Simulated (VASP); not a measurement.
Set up this calculation in VASP 6.6.1, as the native input.

| Property | Result |
| --- | --- |
| Task | single point |
| Functional | LDA |
| Potentials or basis | VASP PAW LDA potentials, release 64 (In_d, Pd) |
| Cutoff | 520 eV |
| k mesh | 9 × 9 × 9 |
| Occupations | fermi-dirac, width 0.15 eV |
| Spin | no spin polarisation |
| Dipole correction | no |
| Further INCAR settings | ALGO = Normal; EDIFF = 1e-06; NBANDS = 18 |

The structure of InPd lies in POSCAR:

```
InPd
1.0
    3.2718850000      0.0000000000      0.0000000000
    0.0000000000      3.2718850000      0.0000000000
    0.0000000000      0.0000000000      3.2718850000
In Pd
1 1
Direct
    0.0000000000      0.0000000000      0.0000000000
    0.5000000000      0.5000000000      0.5000000000
```

These files were run (other wordings do the same):

INCAR

```
SYSTEM = InPd
  ALGO = Normal
  EDIFF = 1E-6
  ENCUT = 520
  ISIF = 2
  ISMEAR = -1
  LASPH = .True.
  LCHARG = .True.
  LELF = .True.
  LREAL = .False.
  LVHAR = .True.
  LWAVE = .False.
  NBANDS = 18
  NELM = 100
  PREC = Accurate
  SIGMA = 0.15
```

KPOINTS

```
k-points
0
Gamma
  9 9 9
  0 0 0
```

Potentials or basis: VASP PAW LDA potentials, release 64 (In_d, Pd).

Command:

```bash
$ cat potpaw_LDA.64/In_d/POTCAR potpaw_LDA.64/Pd/POTCAR > POTCAR
$ mpirun -np 1 vasp_std > vasp.out
```

Results of the run:

* Pressure: -6.2 GPa

Wall time 7.5 s on 1 thread of Intel(R) Xeon(R) Platinum 8488C (Sapphire Rapids), with other jobs on the host, peak memory 0.14 GiB.
